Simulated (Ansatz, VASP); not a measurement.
# TaN: VASP beside Ansatz

The input INCAR:

```
SYSTEM = TaN
PREC = Accurate ; ENCUT = 520
EDIFF = 1E-7 ; ISMEAR = -1
SIGMA = 0.03 ; LREAL = .FALSE.
LASPH = .TRUE. ; NELM = 80
ALGO = Normal ; ISIF = 2
LWAVE = .FALSE. ; LCHARG = .FALSE.
NBANDS = 24
```

Contents of KPOINTS:

```
regular mesh
0
G
  9 9 5
  0 0 0
```

The input POSCAR:

```
TaN
1.0
    3.1098202203      0.0000000000      0.0000000000
   -1.5549101102      2.6931833120      0.0000000000
    0.0000000000      0.0000000000      5.0368873428
Ta N
2 2
Direct
    0.3333333333      0.6666666667      0.0000000000
    0.6666666667      0.3333333333      0.5000000000
    0.3333333333      0.6666666667      0.3850000000
    0.6666666667      0.3333333333      0.8850000000
```

Input for Ansatz:

```yaml
crystal:
  lattice:
    - [3.1098202203, 0.0, 0.0]
    - [-1.5549101102, 2.693183312, 0.0]
    - [0.0, 0.0, 5.0368873428]
  atoms:
    - { symbol: Ta, position: [0.3333333333, 0.6666666667, 0.0] }
    - { symbol: Ta, position: [0.6666666667, 0.3333333333, 0.5] }
    - { symbol: "N", position: [0.3333333333, 0.6666666667, 0.385] }
    - { symbol: "N", position: [0.6666666667, 0.3333333333, 0.885] }
kpoints:
  mp_grid: { grid: [9, 9, 5] }
  band_path:
    path:
      - [0.0, 0.0, 0.0]
      - [0.5, 0.0, 0.0]
      - [0.3333333333, 0.3333333333, 0.0]
      - [0.0, 0.0, 0.0]
      - [0.0, 0.0, 0.5]
      - [0.5, 0.0, 0.5]
      - [0.3333333333, 0.3333333333, 0.5]
      - [0.0, 0.0, 0.5]
      - [0.5, 0.0, 0.5]
    npoints: 5
scf:
  occupations: { method: fermi_dirac, width: 0.03 }
hamiltonian:
  xc: lda
  pseudopotentials: { kind: all_electron, lapw: { basis_error: 0.001 } }
output:
  forces: true
  stress: true
  eigenvalues: true
```

Change from the starting cell: volume scaled by 1.06.

Alike in both runs: task single point; functional LDA; k mesh 9 × 9 × 5; occupations fermi-dirac, width 0.03 eV; no spin polarisation.

|  | VASP | Ansatz |
| --- | --- | --- |
| version | VASP 6.6.1 | Ansatz 0.2.0 |
| potentials or method | VASP PAW LDA potentials, release 64 (Ta_pv, N), cutoff 520 eV | all-electron LAPW, scalar-relativistic |

```csv
,VASP,Ansatz,Ansatz less VASP
pressure (GPa),84.7,79.7,-4.97
"traceless stress, the component that is largest in VASP (GPa)",-12.87,-12.25,+0.627
rms of the force components (eV/Å),1.206,1.193,-0.0134
```

LDA's correlation is that of Perdew and Zunger in VASP and of Perdew and Wang (1992) in Ansatz. Atom by atom the forces differ by 0.013 eV/Å (rms over components). Both programs put the cell under a high pressure, so it lies far from rest at this level. Ansatz ran all-electron here, and VASP with PAW potentials.

Neither program's run includes spin-orbit coupling. Noted on VASP's run: the cell as given lies far from equilibrium.
